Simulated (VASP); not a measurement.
A run of VASP 6.6.1 is set up as follows.

Contents of INCAR:

```
  PREC = Accurate
  ENCUT = 630
  EDIFF = 1E-6
  ISMEAR = -1
  SIGMA = 0.2
  LREAL = F
  LASPH = T
  NELM = 120
  ALGO = Normal
  ISIF = 2
  LWAVE = F
  LCHARG = T
  GGA = PS
  LELF = T
  LVHAR = T
  NBANDS = 34
  GGA_COMPAT = F
```

Contents of KPOINTS:

```
Automatic mesh
0
Gamma
  6 6 4
```

File POSCAR:

```
CdS
1.0
    4.1646212372      0.0000000000      0.0000000000
   -2.0823106186      3.6066677886      0.0000000000
    0.0000000000      0.0000000000      6.7659754123
Cd S
2 2
Direct
    0.3333333333      0.6666666667     -0.0009650885
    0.6666666667      0.3333333333      0.4990349115
    0.3333333333      0.6666666667      0.3759650885
    0.6666666667      0.3333333333      0.8759650885
```

Potentials or basis: VASP PAW PBE potentials, release 64 (Cd_sv_GW, S).

Run with:

```bash
$ cat potpaw_PBE.64/Cd_sv_GW/POTCAR potpaw_PBE.64/S/POTCAR > POTCAR
$ mpirun -np 1 vasp_std > vasp.out
```

Problem. Estimate the band gap on the k mesh.

Solution. 1.03 eV.

Problem. What does it give for the pressure?

Solution. -1.7 GPa.

Caveat: the PAW data sets were made with another functional, which shifts forces and pressure a little. As with any semilocal functional, this PBEsol gap is likely too small.
